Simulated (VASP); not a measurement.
Runs of VASP 6.6.1 on Ni. The structure is that of space group Fm-3m (No. 225), or close to it. The cells are those of the table. 

```csv
level,potentials or basis,U,cell,k mesh,smearing,gap on the mesh (eV),pressure (GPa),moment (μB)
PBE,"VASP PAW PBE potentials, release 64 (Ni)",-,"a = 2.500 Å, angles 60.0°, 1 atom",8 × 8 × 8,gaussian 0.1 eV,none,-2.8,0.70
PBE,"VASP PAW PBE potentials, release 64 (Ni)",-,"a = 2.500 Å, angles 60.0°, 1 atom",4 × 4 × 4,gaussian 0.1 eV,none,(b),0.59
PBE,"VASP PAW PBE potentials, release 64 (Ni)",-,"a = 2.500 Å, angles 60.0°, 1 atom","2 × 2 × 2, shifted",methfessel-paxton 0.18 eV,none,-17.3,0.00
LDA,"VASP PAW LDA potentials, release 64 (Ni)",-,"a = 2.414 Å, angles 60.0°, 1 atom",8 × 8 × 8,gaussian 0.1 eV,none,2.6,0.70
PBE,"VASP PAW PBE potentials, release 64 (Ni)",-,"a = 2.500 Å, angles 60.0°, 1 atom",4 × 4 × 4,tetrahedron,none,-5.0,0.38
PBE,"VASP PAW PBE potentials, release 64 (Ni)",-,"a = 2.500 Å, angles 60.0°, 1 atom","2 × 2 × 2, shifted",gaussian 0.1 eV,none,-17.3,0.00
LDA+U,"VASP PAW LDA potentials, release 64 (Ni)",Ni d U = 2.4 eV,"a = 2.500 Å, angles 60.0°, 1 atom",4 × 4 × 4,gaussian 0.1 eV,none,-26.9,0.52
PBE+U,"VASP PAW PBE potentials, release 64 (Ni)",Ni d U = 1.0 eV,"a = 2.500 Å, angles 60.0°, 1 atom",3 × 3 × 3,methfessel-paxton 0.24 eV,none,(a),1.11
```

Alike in all rows: task single point; spin collinear, ferromagnetic start; cutoff (eV) 600.

Problem. Fill in the values left out.

Solution. (a) 4.5; (b) -7.1.

Caveats: all runs use coarse meshes; the U is typed as a test and isn't derived for this compound (some runs); tetrahedron occupations give inexact forces and stress in metals (some runs).

A gap of «none» marks levels without a gap at the run's occupations.
